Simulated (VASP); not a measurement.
Input of a VASP 6.6.1 run:

INCAR

```
SYSTEM = Al
PREC = Accurate
ENCUT = 520
EDIFF = 1E-7
ISMEAR = 0
SIGMA = 0.1
LREAL = .FALSE.
LASPH = .TRUE.
NELM = 100
ALGO = Fast
ISIF = 2
LWAVE = .FALSE.
LCHARG = .FALSE.
GGA = PS
NBANDS = 14
```

KPOINTS

```
Automatic mesh
0
G
  18 18 6
  0 0 0
```

Contents of POSCAR:

```
Al
1.0
    2.7871601362      0.0000000000      0.0000000000
   -1.3935800681      2.4137514823      0.0000000000
    0.0000000000      0.0000000000      9.1471212427
Al
4
Direct
    0.0000000000      0.0000000000      0.0000000000
    0.3333333333      0.6666666667      0.2500000000
    0.0000000000      0.0000000000      0.5000000000
    0.6666666667      0.3333333333      0.7500000000
```

Potentials or basis: VASP PAW PBE potentials, release 64 (Al).

Run with:

```console
$ cat potpaw_PBE.64/Al/POTCAR > POTCAR
$ mpirun -np 1 vasp_std > vasp.out
```

**Question.** Estimate the pressure.

**Answer.** 5.1 GPa.

**Question.** Estimate the band gap on the k mesh.

**Answer.** Zero (bands 6 and 7 overlap by 5.58 eV).

Caveat: the cell stands under pressure; the PAW data sets were made with another functional, which shifts forces and pressure a little.
